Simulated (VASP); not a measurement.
# LaHfO (P-6m2) in VASP: single point with PBE

Aim: the single point of LaHfO with PBE.

Everything below comes from runs of VASP 6.6.1. Logs are shortened: lines on timing, memory, paths and dates and some standing lists are left out, and cuts for length are marked.

**1. The cell of the first run**

The structure is hexagonal, space group P-6m2 (No. 187). Conventional cell: a = 4.080 Å, b = 4.080 Å, c = 4.869 Å, α = 90.00°, β = 90.00°, γ = 120.00°. La (site symmetry -6m2) has 6 Hf at 3.39 Å and 6 O at 3.39 Å and 6 La at 4.08 Å within 4.5 Å. Within 3.1 Å of Hf (site symmetry -6m2) lie 3 O at 2.36 Å. O (site symmetry -6m2) has 3 Hf at 2.36 Å within 3.1 Å.

**2. Single point, PBE**

INCAR

```
SYSTEM = LaHfO
ALGO = Normal
EDIFF = 1E-6
ENCUT = 520
GGA = PE
ISIF = 2
ISMEAR = 0
LASPH = .True.
LCHARG = .False.
LREAL = .False.
LWAVE = .False.
NBANDS = 20
NELM = 60
PREC = Accurate
SIGMA = 0.1
```

KPOINTS

```
k-points
0
Gamma
  6 6 4
  0 0 0
```

POSCAR

```
LaHfO
1.0
    4.0798719200      0.0000000000      0.0000000000
   -2.0399359600      3.5332727300      0.0000000000
    0.0000000000      0.0000000000      4.8691913500
La Hf O
1 1 1
Direct
    0.0000000000      0.0000000000      0.0000000000
    0.3333333300      0.6666666700      0.5000000000
    0.6666666700      0.3333333300      0.5000000000
```

Potentials or basis: VASP PAW PBE potentials, release 64 (La, Hf_pv, O).

On the command line:

```
> cat potpaw_PBE.64/La/POTCAR potpaw_PBE.64/Hf_pv/POTCAR potpaw_PBE.64/O/POTCAR > POTCAR
> mpirun -np 1 vasp_std > vasp.out
```

OUTCAR:

```text
SYSTEM = LaHfO
   EDIFF = 1E-6
   ENCUT = 520
   GGA = PE
   ISIF = 2
   ISMEAR = 0
   LASPH = .True.
   LREAL = .False.
   NELM = 60
   PREC = Accurate

 ion  position               nearest neighbor table
   1  0.000  0.000  0.000-   2 3.39   2 3.39   2 3.39   2 3.39   2 3.39   2 3.39
   2  0.333  0.667  0.500-   3 2.36   3 2.36   3 2.36   1 3.39   1 3.39   1 3.39   1 3.39   1 3.39
                             1 3.39
   3  0.667  0.333  0.500-   2 2.36   2 2.36   2 2.36

  LATTYP: Found a hexagonal cell.
 ALAT       =     4.0798719200
 C/A-ratio  =     1.1934667179

  Lattice vectors:

 A1 = (   4.0798719200,   0.0000000000,   0.0000000000)
 A2 = (  -2.0399359600,   3.5332727300,   0.0000000000)
 A3 = (   0.0000000000,   0.0000000000,   4.8691913500)

Analysis of symmetry for initial positions (statically):
=====================================================================
 Subroutine PRICEL returns:
 Original cell was already a primitive cell.

 Routine SETGRP: Setting up the symmetry group for a
 hexagonal supercell.

 Subroutine GETGRP returns: Found 12 space group operations
 (whereof 12 operations were pure point group operations)
 out of a pool of 24 trial point group operations.

The static configuration has the point symmetry D_3h.

Analysis of symmetry for dynamics (positions and initial velocities):
=====================================================================
 Subroutine PRICEL returns:
 Original cell was already a primitive cell.

 Routine SETGRP: Setting up the symmetry group for a
 hexagonal supercell.

 Subroutine GETGRP returns: Found 12 space group operations
 (whereof 12 operations were pure point group operations)
 out of a pool of 24 trial point group operations.

The dynamic configuration has the point symmetry D_3h.

 Subroutine INISYM returns: Found 12 space group operations
 (whereof 12 operations are pure point group operations),
 and found     1 'primitive' translations

----------------------------------------------------------------------------------------

                                     Primitive cell

  volume of cell :      70.1909

  direct lattice vectors                    reciprocal lattice vectors
     4.079871920  0.000000000  0.000000000     0.245105734  0.141511861  0.000000000
[... 78 lines left out ...]
   ISPIN  =      1    spin polarized calculation?
   LNONCOLLINEAR =      F non collinear calculations
   LSORBIT =      F    spin-orbit coupling
   LASPH  =      T    aspherical Exc in radial PAW
   ENCUT  =  520.0 eV  38.22 Ry    6.18 a.u.   7.59  7.59  9.05*2*pi/ulx,y,z
   NELM   =     60;   NELMIN=  2; NELMDL= -5     # of ELM steps
   EDIFF  = 0.1E-05   stopping-criterion for ELM
   LREAL  =      F    real-space projection
   EDIFFG = 0.1E-04   stopping-criterion for IOM
   NSW    =      0    number of steps for IOM
   IBRION =     -1    ionic relax: 0-MD 1-quasi-New 2-CG
   NFREE  =      0    steps in history (QN), initial steepest desc. (CG)
   ISIF   =      2    stress and relaxation
   ISYM   =      2    0-nonsym 1-usesym 2-fastsym
   POTIM  = 0.5000    time-step for ionic-motion
   TEBEG  =    0.0;   TEEND  =   0.0 temperature during run
   PSTRESS=    0.0 pullay stress
   NELECT =      27.0000    total number of electrons
   NUPDOWN=      -1.0000    fix difference up-down
   EMIN   =  10.00;   EMAX   =-10.00  energy-range for DOS
   EFERMI =   0.00;   METHOD = LEGACY
   ISMEAR =     0;   SIGMA  =   0.10  broadening in eV -4-tet -1-fermi 0-gaus
   EFERMI_NEDOS =   21; number of points for ismear=-14 and -15
   IALGO  =     38    algorithm
   IMIX   =      4    mixing-type and parameters
     AMIX     =   0.40;   BMIX     =  1.00
     AMIX_MAG =   1.60;   BMIX_MAG =  1.00
  volume/ion in A,a.u.               =      23.40       157.89
  Fermi-wavevector in a.u.,A,eV,Ry     =   1.190609  2.249925 19.286943  1.417550
  Thomas-Fermi vector in A             =   2.326690
   LORBIT       =      0    0 simple, 1 ext, 2 COOP (PROOUT), +10 PAW based schemes
   GGA     = PE    functional components
   LHFCALC =     F    Hartree Fock is set to
   AEXX    =    0.0000 exact exchange contribution
   IVDW    =     0    specifies the selected vdW correction
   LEPSILON=     F    determine dielectric tensor
   LRPA    =     F    only Hartree local field effects (RPA)
 non-spin polarized calculation
 Gauss-broadening in eV      SIGMA  =   0.10
  energy-cutoff  :      520.00
  volume of cell :       70.19
 maximum number of plane-waves:      1914
   NGX = 15   NGY = 15   NGZ = 19

 number of electron      27.0000006 magnetization

 Free energy of the ion-electron system (eV)
  ---------------------------------------------------
  ext. energy  EPLUGINS =         0.00000000
  ---------------------------------------------------
  free energy    TOTEN  =       -22.12015470 eV

  energy without entropy =      -22.08665905  energy(sigma->0) =      -22.10340688

 E-fermi :   6.5023     XC(G=0): -10.1141

 val. band max:        6.4832002289   @ k =   0.1667   0.0000   0.5000
 cond. band min:       6.5140617538   @ k =   0.3333   0.0000   0.2500
 fundamental gap:      0.0308615249
 Fermi energy:         6.5023145969

 k-point     1 :       0.0000    0.0000    0.0000
  band No.  band energies     occupation
      1     -26.4089      2.00000
      2     -25.2060      2.00000
      3     -25.2060      2.00000
      4     -25.0712      2.00000
      5     -12.4797      2.00000
      6     -10.2109      2.00000
[... 472 lines left out ...]
     19       8.2393      0.00000
     20       8.3790      0.00000

------------------------ aborting loop because EDIFF is reached ----------------------------------------

  FORCE on cell =-STRESS in cart. coord.  units (eV):
  Direction    XX          YY          ZZ          XY          YZ          ZX
  --------------------------------------------------------------------------------------
  -------------------------------------------------------------------------------------
  Total       -6.2305751     -6.2305751      1.5588809      0.0000000     -0.0000000      0.0000000
  in kB     -142.2191841   -142.2191844     35.5830349      0.0000000     -0.0000000      0.0000000
  external PRESSURE =     -82.9517779 kB  Pullay stress =       0.0000000 kB

 VOLUME and BASIS-vectors are now :
 -----------------------------------------------------------------------------
  energy-cutoff  :      520.00
  volume of cell :       70.19
      direct lattice vectors                 reciprocal lattice vectors
     4.079871920  0.000000000  0.000000000     0.245105734  0.141511861  0.000000000
    -2.039935960  3.533272730  0.000000000     0.000000000  0.283023722  0.000000000
     0.000000000  0.000000000  4.869191350     0.000000000  0.000000000  0.205372911

 POSITION                                       TOTAL-FORCE (eV/Angst)
 -----------------------------------------------------------------------------------
      0.00000      0.00000      0.00000        -0.000000      0.000000      0.000000
     -0.00000      2.35552      2.43460         0.000000      0.000000      0.000000
      2.03994      1.17776      2.43460         0.000000      0.000000      0.000000
 -----------------------------------------------------------------------------------
    total drift:                               -0.000019      0.000011      0.000000

  FREE ENERGIE OF THE ION-ELECTRON SYSTEM (eV)
  ---------------------------------------------------
  free  energy   TOTEN  =       -22.1201546977 eV

  energy  without entropy=      -22.0866590546  energy(sigma->0) =      -22.10340688
```

OSZICAR:

```text
N       E                     dE             d eps       ncg     rms          rms(c)
DAV:   1     0.241487106155E+03    0.24149E+03   -0.11341E+04   872   0.175E+03
DAV:   2     0.164380730302E+02   -0.22505E+03   -0.21176E+03  1132   0.322E+02
DAV:   3    -0.219067365426E+02   -0.38345E+02   -0.35851E+02  1196   0.135E+02
DAV:   4    -0.247850641458E+02   -0.28783E+01   -0.27856E+01  1608   0.356E+01
DAV:   5    -0.248822611411E+02   -0.97197E-01   -0.95187E-01  1284   0.474E+00    0.266E+01
DAV:   6    -0.226181257926E+02    0.22641E+01   -0.29679E+01  1192   0.198E+01    0.240E+01
DAV:   7    -0.221719221407E+02    0.44620E+00   -0.65105E+00  1312   0.122E+01    0.147E+01
DAV:   8    -0.221348499110E+02    0.37072E-01   -0.97828E-01  1504   0.562E+00    0.111E+00
DAV:   9    -0.221187796804E+02    0.16070E-01   -0.11991E-01  1392   0.198E+00    0.401E-01
DAV:  10    -0.221200916092E+02   -0.13119E-02   -0.13031E-02  1664   0.720E-01    0.169E-01
DAV:  11    -0.221201882679E+02   -0.96659E-04   -0.42030E-03  1216   0.298E-01    0.127E-01
DAV:  12    -0.221201588468E+02    0.29421E-04   -0.79661E-04  1632   0.172E-01    0.885E-02
DAV:  13    -0.221201604656E+02   -0.16188E-05   -0.13428E-04  1280   0.639E-02    0.278E-02
DAV:  14    -0.221201546894E+02    0.57762E-05   -0.35145E-05  1460   0.294E-02    0.490E-03
DAV:  15    -0.221201546977E+02   -0.83128E-08   -0.41538E-06  1136   0.139E-02
   1 F= -.22120155E+02 E0= -.22103407E+02  d E =-.334956E-01
```

stdout:

```text
POSCAR found type information on POSCAR LaHfO
 POSCAR found :  3 types and       3 ions
 scaLAPACK will be used
 LDA part: xc-table for (Slater+PW92), standard interpolation
 POSCAR, INCAR and KPOINTS ok, starting setup
 FFT: planning ... GRIDC
 FFT: planning ... GRID_SOFT
 FFT: planning ... GRID
 WAVECAR not read
 entering main loop
```

Wall time 30 s (1 thread of AMD EPYC 7R13 (Zen 3), shared host); peak memory 0.18 GiB.

Results:

| Item | Value |
| --- | --- |
| Free energy | -22.1202 eV |
| Pressure | -8.3 GPa |

Caveat: spin-orbit coupling is left out, which moves the levels of the heavy elements; an odd number of electrons without spin polarisation forces a metal; a magnetic or distorted state may lie lower.
